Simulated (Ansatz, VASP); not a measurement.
**Li in VASP and in Ansatz**

```
CELL_PARAMETERS angstrom
0.00000 2.20200 2.20200
2.20200 0.00000 2.20200
2.20200 2.20200 0.00000
ATOMIC_POSITIONS crystal
Li 0.00000 0.00000 0.00000
```

Alike in both runs: task relaxation of cell and atoms; functional revPBE; k mesh 10 × 10 × 10; occupations fermi-dirac, width 0.05 eV; no spin polarisation.

```csv
,VASP,Ansatz
version,VASP 6.6.1,Ansatz 0.2.0
potentials or method,"VASP PAW PBE potentials, release 64 (Li_sv)",Ansatz PAW
plane-wave cutoff (eV),600,420
valence electrons in the cell,3,3
```

```csv
,VASP,Ansatz,Ansatz less VASP
"gap on the k mesh at the Fermi level, each at its own relaxed structure (eV)",none,none,-
relaxed volume (Å³/atom),20.90,21.12,+0.215
relaxed length of the cell vector where the two differ most in proportion (Å),3.092,3.103,+0.0106
```

VASP's potentials were made for PBE, not for revPBE. A gap of «none» marks a metal or a gap that the smearing closes.

Noted on VASP's run: the cutoff is under 1.25 times that of the potentials, so the pressure is a little rough. Noted on Ansatz's run: the potentials were made for another functional, which shifts forces and pressure; the plane-wave basis is chosen anew once the cell has moved, so the energies of steps on either side of that aren't comparable.
